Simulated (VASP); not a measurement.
# LaB6 (Pm-3m) in VASP: a series of runs

The runs below take LaB6 through single point, with r2SCAN+D3(BJ).

Program: VASP 6.6.1. These are calculated values, not measurements. Logs are shortened: lines on timing, memory, paths and dates and some standing lists are left out, and cuts for length are marked.

## Step 1: The cell of the first run

It takes space group Pm-3m (No. 221, cubic). The conventional cell has a = 4.142 Å, b = 4.142 Å, c = 4.142 Å, α = 90.00°, β = 90.00°, γ = 90.00°. La (site symmetry m-3m) has 24 B at 3.04 Å within 4.0 Å. B (site symmetry 4mm) has 5 B at 1.65 to 1.76 Å within 2.2 Å.

## Step 2: Single point, r2SCAN+D3(BJ)

POSCAR

```
LaB6
1.0
    4.1415938116      0.0000000000      0.0000000000
    0.0000000000      4.1415938116      0.0000000000
    0.0000000000      0.0000000000      4.1415938116
La B
1 6
Direct
    0.0000000000      0.0000000000      0.0000000000
    0.1997904289      0.5000000000      0.5000000000
    0.8002095711      0.5000000000      0.5000000000
    0.5000000000      0.5000000000      0.1997904289
    0.5000000000      0.5000000000      0.8002095711
    0.5000000000      0.1997904289      0.5000000000
    0.5000000000      0.8002095711      0.5000000000
```

INCAR.step1

```
SYSTEM = LaB6
ALGO = Normal
EDIFF = 1E-4
ENCUT = 520
GGA = PE
ISMEAR = 0
LASPH = .TRUE.
LCHARG = .FALSE.
LREAL = .FALSE.
LWAVE = .TRUE.
NBANDS = 24
NELM = 80
PREC = Accurate
SIGMA = 0.05
```

INCAR.step2

```
SYSTEM = LaB6
ALGO = Normal
EDIFF = 1E-6
ENCUT = 520
ISIF = 2
ISMEAR = 0
ISTART = 1
IVDW = 12
LASPH = .TRUE.
LCHARG = .FALSE.
LMIXTAU = .TRUE.
LREAL = .FALSE.
LWAVE = .FALSE.
METAGGA = R2SCAN
NBANDS = 24
NELM = 80
PREC = Accurate
SIGMA = 0.05
VDW_A1 = 0.49484001
VDW_A2 = 5.73083694
VDW_S6 = 1.0
VDW_S8 = 0.78981345
```

KPOINTS

```
k-points
0
G
  6 6 6
  0 0 0
```

Potentials or basis: VASP PAW PBE potentials, release 64 (La, B).

The run is started by

```
> cat potpaw_PBE.64/La/POTCAR potpaw_PBE.64/B/POTCAR > POTCAR
> cp INCAR.step1 INCAR
> mpirun -np 1 vasp_std > vasp.out
> cp INCAR.step2 INCAR
> mpirun -np 1 vasp_std > vasp.out
```

OUTCAR:

```text
SYSTEM = LaB6
   EDIFF = 1E-6
   ENCUT = 520
   ISIF = 2
   ISMEAR = 0
   ISTART = 1
   IVDW = 12
   LASPH = .TRUE.
   LREAL = .FALSE.
   METAGGA = R2SCAN
   NELM = 80
   PREC = Accurate
 IVDW          = 12

 ion  position               nearest neighbor table
   1  0.000  0.000  0.000-
   2  0.200  0.500  0.500-   3 1.65   4 1.76   5 1.76   6 1.76   7 1.76
   3  0.800  0.500  0.500-   2 1.65   4 1.76   5 1.76   6 1.76   7 1.76
   4  0.500  0.500  0.200-   5 1.65   3 1.76   2 1.76   6 1.76   7 1.76
   5  0.500  0.500  0.800-   4 1.65   3 1.76   2 1.76   6 1.76   7 1.76
   6  0.500  0.200  0.500-   7 1.65   3 1.76   4 1.76   5 1.76   2 1.76
   7  0.500  0.800  0.500-   6 1.65   3 1.76   4 1.76   5 1.76   2 1.76

  LATTYP: Found a simple cubic cell.
 ALAT       =     4.1415938116

  Lattice vectors:

 A1 = (   4.1415938116,   0.0000000000,   0.0000000000)
 A2 = (   0.0000000000,   4.1415938116,   0.0000000000)
 A3 = (   0.0000000000,   0.0000000000,   4.1415938116)

Analysis of symmetry for initial positions (statically):
=====================================================================
 Subroutine PRICEL returns:
 Original cell was already a primitive cell.

 Routine SETGRP: Setting up the symmetry group for a
 simple cubic supercell.

 Subroutine GETGRP returns: Found 48 space group operations
 (whereof 48 operations were pure point group operations)
 out of a pool of 48 trial point group operations.

The static configuration has the point symmetry O_h .

Analysis of symmetry for dynamics (positions and initial velocities):
=====================================================================
 Subroutine PRICEL returns:
 Original cell was already a primitive cell.

 Routine SETGRP: Setting up the symmetry group for a
 simple cubic supercell.

 Subroutine GETGRP returns: Found 48 space group operations
 (whereof 48 operations were pure point group operations)
 out of a pool of 48 trial point group operations.

The dynamic configuration has the point symmetry O_h .

 Subroutine INISYM returns: Found 48 space group operations
 (whereof 48 operations are pure point group operations),
 and found     1 'primitive' translations

----------------------------------------------------------------------------------------

                                     Primitive cell

  volume of cell :      71.0399

  direct lattice vectors                    reciprocal lattice vectors
     4.141593812  0.000000000  0.000000000     0.241452939  0.000000000  0.000000000
     0.000000000  4.141593812  0.000000000     0.000000000  0.241452939  0.000000000
     0.000000000  0.000000000  4.141593812     0.000000000  0.000000000  0.241452939

  length of vectors
     4.141593812  4.141593812  4.141593812     0.241452939  0.241452939  0.241452939

  position of ions in fractional coordinates (direct lattice)
     0.000000000  0.000000000  0.000000000
     0.199790429  0.500000000  0.500000000
     0.800209571  0.500000000  0.500000000
     0.500000000  0.500000000  0.199790429
     0.500000000  0.500000000  0.800209571
     0.500000000  0.199790429  0.500000000
     0.500000000  0.800209571  0.500000000

  ion indices of the primitive-cell ions
   primitive index   ion index
                 1           1
                 2           2
                 3           3
                 4           4
                 5           5
                 6           6
                 7           7

----------------------------------------------------------------------------------------

 KPOINTS: k-points

Automatic generation of k-mesh.
 Grid dimensions read from file:
 generate k-points for:    6    6    6

 Generating k-lattice:

  Cartesian coordinates                     Fractional coordinates (reciprocal lattice)
     0.040242157  0.000000000  0.000000000     0.166666667  0.000000000  0.000000000
     0.000000000  0.040242157  0.000000000     0.000000000  0.166666667  0.000000000
     0.000000000  0.000000000  0.040242157     0.000000000  0.000000000  0.166666667

  Length of vectors
     0.040242157  0.040242157  0.040242157

  Shift w.r.t. Gamma in fractional coordinates (k-lattice)
     0.000000000  0.000000000  0.000000000

 Subroutine IBZKPT returns following result:
 ===========================================

 Found     20 irreducible k-points:

 Following reciprocal coordinates:
            Coordinates               Weight
  0.000000  0.000000  0.000000      1.000000
  0.166667  0.000000  0.000000      6.000000
  0.333333  0.000000  0.000000      6.000000
  0.500000  0.000000  0.000000      3.000000
  0.166667  0.166667  0.000000     12.000000
  0.333333  0.166667  0.000000     24.000000
[... 12 lines left out ...]
  0.500000  0.500000  0.333333      6.000000
  0.500000  0.500000  0.500000      1.000000
   k-points           NKPTS =     20   k-points in BZ     NKDIM =     20   number of bands    NBANDS=     24
   number of dos      NEDOS =    301   number of ions     NIONS =      7
   total plane-waves  NPLWV =  32768
   dimension x,y,z NGX =    32 NGY =   32 NGZ =   32
   dimension x,y,z NGXF=    64 NGYF=   64 NGZF=   64
   ions per type =               1   6
   NGX,Y,Z   is equivalent  to a cutoff of  12.84, 12.84, 12.84 a.u.
   NGXF,Y,Z  is equivalent  to a cutoff of  25.69, 25.69, 25.69 a.u.
 SYSTEM =  LaB6
   PREC   = accura    normal or accurate (medium, high low for compatibility)
   ISTART =      1    job   : 0-new  1-cont  2-samecut
   ICHARG =      0    charge: 1-file 2-atom 10-const
   ISPIN  =      1    spin polarized calculation?
   LNONCOLLINEAR =      F non collinear calculations
   LSORBIT =      F    spin-orbit coupling
   LASPH  =      T    aspherical Exc in radial PAW
   ENCUT  =  520.0 eV  38.22 Ry    6.18 a.u.   7.70  7.70  7.70*2*pi/ulx,y,z
   NELM   =     80;   NELMIN=  2; NELMDL=  0     # of ELM steps
   EDIFF  = 0.1E-05   stopping-criterion for ELM
   LREAL  =      F    real-space projection
   EDIFFG = 0.1E-04   stopping-criterion for IOM
   NSW    =      0    number of steps for IOM
   IBRION =     -1    ionic relax: 0-MD 1-quasi-New 2-CG
   NFREE  =      0    steps in history (QN), initial steepest desc. (CG)
   ISIF   =      2    stress and relaxation
   ISYM   =      2    0-nonsym 1-usesym 2-fastsym
   POTIM  = 0.5000    time-step for ionic-motion
   TEBEG  =    0.0;   TEEND  =   0.0 temperature during run
   PSTRESS=    0.0 pullay stress
   NELECT =      29.0000    total number of electrons
   NUPDOWN=      -1.0000    fix difference up-down
   EMIN   =  10.00;   EMAX   =-10.00  energy-range for DOS
   EFERMI =   0.00;   METHOD = LEGACY
   ISMEAR =     0;   SIGMA  =   0.05  broadening in eV -4-tet -1-fermi 0-gaus
   EFERMI_NEDOS =   21; number of points for ismear=-14 and -15
   IALGO  =     38    algorithm
   IMIX   =      4    mixing-type and parameters
     AMIX     =   0.40;   BMIX     =  1.00
     AMIX_MAG =   1.60;   BMIX_MAG =  1.00
  volume/ion in A,a.u.               =      10.15        68.49
  Fermi-wavevector in a.u.,A,eV,Ry     =   1.214432  2.294944 20.066497  1.474846
  Thomas-Fermi vector in A             =   2.349852
   LORBIT       =      0    0 simple, 1 ext, 2 COOP (PROOUT), +10 PAW based schemes
   METAGGA = R2SCAN    functional components
   LHFCALC =     F    Hartree Fock is set to
   AEXX    =    0.0000 exact exchange contribution
   IVDW    =    12    specifies the selected vdW correction
   LEPSILON=     F    determine dielectric tensor
   LRPA    =     F    only Hartree local field effects (RPA)
 non-spin polarized calculation
 Gauss-broadening in eV      SIGMA  =   0.05
  energy-cutoff  :      520.00
  volume of cell :       71.04
 maximum number of plane-waves:      1936
 NGX is ok and might be reduce to    32
   NGX = 15   NGY = 15   NGZ = 15

 number of electron      29.0000002 magnetization

 Free energy of the ion-electron system (eV)
  ---------------------------------------------------
  ext. energy  EPLUGINS =         0.00000000
  ---------------------------------------------------
  free energy    TOTEN  =       -78.20679071 eV

  energy without entropy =      -78.20472630  energy(sigma->0) =      -78.20575851

 E-fermi :   8.8999     XC(G=0): -11.9787

 val. band max:        8.8850717507   @ k =   0.5000   0.3333   0.0000
 cond. band min:       8.9477640173   @ k =   0.1667   0.1667   0.0000
 fundamental gap:      0.0626922666
 Fermi energy:         8.8998814044

 k-point     1 :       0.0000    0.0000    0.0000
  band No.  band energies     occupation
      1     -25.5307      2.00000
      2      -8.8364      2.00000
      3      -8.8364      2.00000
      4      -8.8364      2.00000
      5      -7.8152      2.00000
      6       0.3959      2.00000
[... 16 lines left out ...]
     23      11.1353      0.00000
     24      12.2607      0.00000

 k-point     2 :       0.1667    0.0000    0.0000
  band No.  band energies     occupation
      1     -25.5241      2.00000
      2      -9.1407      2.00000
      3      -8.8149      2.00000
      4      -8.8149      2.00000
      5      -7.4874      2.00000
      6      -0.9007      2.00000
[... 16 lines left out ...]
     23      11.3181      0.00000
     24      12.0673      0.00000

 k-point     3 :       0.3333    0.0000    0.0000
  band No.  band energies     occupation
      1     -25.5108      2.00000
      2      -9.5463      2.00000
      3      -8.7711      2.00000
      4      -8.7711      2.00000
      5      -6.9925      2.00000
      6      -2.0999      2.00000
[... 16 lines left out ...]
     23      11.3302      0.00000
     24      11.3302      0.00000

 k-point     4 :       0.5000    0.0000    0.0000
  band No.  band energies     occupation
      1     -25.5042      2.00000
      2      -9.7082      2.00000
      3      -8.7489      2.00000
      4      -8.7489      2.00000
      5      -6.7567      2.00000
      6      -2.5775      2.00000
[... 16 lines left out ...]
     23      11.3065      0.00000
     24      11.4444      0.00000

 k-point     5 :       0.1667    0.1667    0.0000
  band No.  band energies     occupation
      1     -25.5176      2.00000
      2      -9.1899      2.00000
      3      -8.9514      2.00000
      4      -8.7944      2.00000
      5      -7.2933      2.00000
      6      -1.0424      2.00000
[... 16 lines left out ...]
     23      11.4199      0.00000
     24      11.9146      0.00000

 k-point     6 :       0.3333    0.1667    0.0000
  band No.  band energies     occupation
      1     -25.5045      2.00000
      2      -9.4749      2.00000
      3      -8.9320      2.00000
      4      -8.7528      2.00000
      5      -6.9895      2.00000
      6      -1.9103      2.00000
[... 16 lines left out ...]
     23      11.4978      0.00000
     24      11.6787      0.00000
[... 271 lines left out ...]
 k-point    17 :       0.3333    0.3333    0.3333
  band No.  band energies     occupation
      1     -25.4732      2.00000
      2      -9.1899      2.00000
      3      -9.0646      2.00000
      4      -9.0646      2.00000
      5      -7.0063      2.00000
      6      -1.4946      2.00000
[... 16 lines left out ...]
     23      12.0870      0.00000
     24      12.8834      0.00000

 k-point    18 :       0.5000    0.3333    0.3333
  band No.  band energies     occupation
      1     -25.4670      2.00000
      2      -9.2255      2.00000
      3      -9.0724      2.00000
      4      -9.0267      2.00000
      5      -7.0039      2.00000
      6      -1.7692      2.00000
[... 16 lines left out ...]
     23      12.5830      0.00000
     24      12.7656      0.00000

 k-point    19 :       0.5000    0.5000    0.3333
  band No.  band energies     occupation
      1     -25.4609      2.00000
      2      -9.1587      2.00000
      3      -9.1587      2.00000
      4      -9.0122      2.00000
      5      -6.9786      2.00000
      6      -1.8258      2.00000
[... 16 lines left out ...]
     23      12.9813      0.00000
     24      12.9984      0.00000

 k-point    20 :       0.5000    0.5000    0.5000
  band No.  band energies     occupation
      1     -25.4549      2.00000
      2      -9.1160      2.00000
      3      -9.1160      2.00000
      4      -9.1160      2.00000
      5      -6.8792      2.00000
      6      -1.9887      2.00000
[... 16 lines left out ...]
     23      13.3058      0.00000
     24      13.5688      0.00000

------------------------ aborting loop because EDIFF is reached ----------------------------------------

 Edisp (eV)   -0.85177

 E8    (eV) :    -0.2769

  FORCE on cell =-STRESS in cart. coord.  units (eV):
  Direction    XX          YY          ZZ          XY          YZ          ZX
  --------------------------------------------------------------------------------------
  -------------------------------------------------------------------------------------
  Total      -0.25953    -0.25953    -0.25953    -0.00000    -0.00000    -0.00000
  in kB      -5.85332    -5.85332    -5.85332    -0.00000    -0.00000    -0.00000
  external pressure =       -5.85 kB  Pullay stress =        0.00 kB

 VOLUME and BASIS-vectors are now :
 -----------------------------------------------------------------------------
  energy-cutoff  :      520.00
  volume of cell :       71.04
      direct lattice vectors                 reciprocal lattice vectors
     4.141593812  0.000000000  0.000000000     0.241452939  0.000000000  0.000000000
     0.000000000  4.141593812  0.000000000     0.000000000  0.241452939  0.000000000
     0.000000000  0.000000000  4.141593812     0.000000000  0.000000000  0.241452939

 POSITION                                       TOTAL-FORCE (eV/Angst)
 -----------------------------------------------------------------------------------
      0.00000      0.00000      0.00000         0.000000      0.000000     -0.000000
      0.82745      2.07080      2.07080        -0.015383      0.000000      0.000000
      3.31414      2.07080      2.07080         0.015383     -0.000000     -0.000000
      2.07080      2.07080      0.82745        -0.000000     -0.000000     -0.015383
      2.07080      2.07080      3.31414         0.000000      0.000000      0.015383
      2.07080      0.82745      2.07080        -0.000000     -0.015383     -0.000000
      2.07080      3.31414      2.07080         0.000000      0.015383      0.000000
 -----------------------------------------------------------------------------------
    total drift:                               -0.000000      0.000000     -0.000000

  FREE ENERGIE OF THE ION-ELECTRON SYSTEM (eV)
  ---------------------------------------------------
  free  energy   TOTEN  =       -79.0585613401 eV

  energy  without entropy=      -79.0564969255  energy(sigma->0) =      -79.05752913
```

Wall time 2.1 min (1 thread of AMD EPYC 9R45 (Zen 5), shared host); peak memory 0.19 GiB.

What came out:

- Free energy: -79.0586 eV
- Pressure: -0.6 GPa
- Largest force: 0.015 eV/Å
- Dispersion energy per atom: -0.122 eV

Forces in eV/Å, atoms in the order of the input:
```
La   0.000  0.000  0.000
B   -0.015  0.000  0.000
B    0.015  0.000  0.000
B    0.000  0.000 -0.015
B    0.000  0.000  0.015
B    0.000 -0.015  0.000
B    0.000  0.015  0.000
```

Caveat: three body term missing; the PAW data sets were made with another functional, which shifts forces and pressure a little; spin-orbit coupling is left out, which moves the levels of the heavy elements; pairwise dispersion overbinds metals, which lowers pressure and volume.

(Part 1 of 2 ends here.)
